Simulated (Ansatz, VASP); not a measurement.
**In2SiH2 in VASP and in Ansatz**

Contents of INCAR:

```
SYSTEM = In2SiH2
ALGO = Normal ; EDIFF = 1E-6
EDIFFG = -0.08 ; ENCUT = 600
GGA = PE ; IBRION = 2
ISIF = 3 ; ISMEAR = 0
LASPH = .TRUE. ; LCHARG = .FALSE.
LREAL = .FALSE. ; LWAVE = .FALSE.
NELM = 100 ; NSW = 36
PREC = Accurate ; SIGMA = 0.15
```

KPOINTS

```
k-points
0
G
  3 3 3
  0 0 0
```

File POSCAR:

```
In2SiH2
1.0
    4.6770590500      0.0000000000      0.0000000000
    0.0000000000      4.6770590500      0.0000000000
    0.0000000000      0.0000000000      4.5305628000
In Si H
2 1 2
Direct
    0.0000000000      0.0000000000      0.0000000000
    0.5000000000      0.5000000000      0.0000000000
    0.5000000000      0.5000000000      0.5000000000
    0.0000000000      0.5000000000      0.5000000000
    0.5000000000      0.0000000000      0.5000000000
```

Input for Ansatz:

```yaml
crystal:
  lattice:
    - [4.67705905, 0.0, 0.0]
    - [0.0, 4.67705905, 0.0]
    - [0.0, 0.0, 4.5305628]
  atoms:
    - { symbol: In, position: [0.0, 0.0, 0.0] }
    - { symbol: In, position: [0.5, 0.5, 0.0] }
    - { symbol: Si, position: [0.5, 0.5, 0.5] }
    - { symbol: H, position: [0.0, 0.5, 0.5] }
    - { symbol: H, position: [0.5, 0.0, 0.5] }
basis:
  ecutwfc: 420
kpoints:
  mp_grid: { grid: [3, 3, 3] }
hamiltonian:
  xc: pbe
scf:
  occupations: { method: gaussian, width: 0.15 }
  lower_state_search: "off"
output:
  forces: true
  stress: true
  eigenvalues: true
relax:
  adjacent_minimum: "off"
  f_tol: 0.08
  max_steps: 16
  cell: { stress_tol: 0.8 }
```

Alike in both runs: task relaxation of cell and atoms; functional PBE; k mesh 3 × 3 × 3; occupations gaussian, width 0.15 eV; no spin polarisation.

```csv
,VASP,Ansatz
version,VASP 6.6.1,Ansatz 0.2.0
potentials or method,"VASP PAW PBE potentials, release 64 (In_d, Si, H), cutoff 600 eV","scalar-relativistic, plane waves, PAW"
valence electrons in the cell,32,32
```

```tsv
	VASP	Ansatz	Ansatz less VASP
gap on the k mesh at the Fermi level, each at its own relaxed structure (eV)	none	none	-
relaxed volume (Å³/atom)	17.85	17.76	-0.086
relaxed length of the cell vector where the two differ most in proportion (Å)	5.366	5.251	-0.1153
```

A gap of «none» marks a metal or a gap that the smearing closes.

The k mesh is coarse, so the values compare programs but aren't converged.
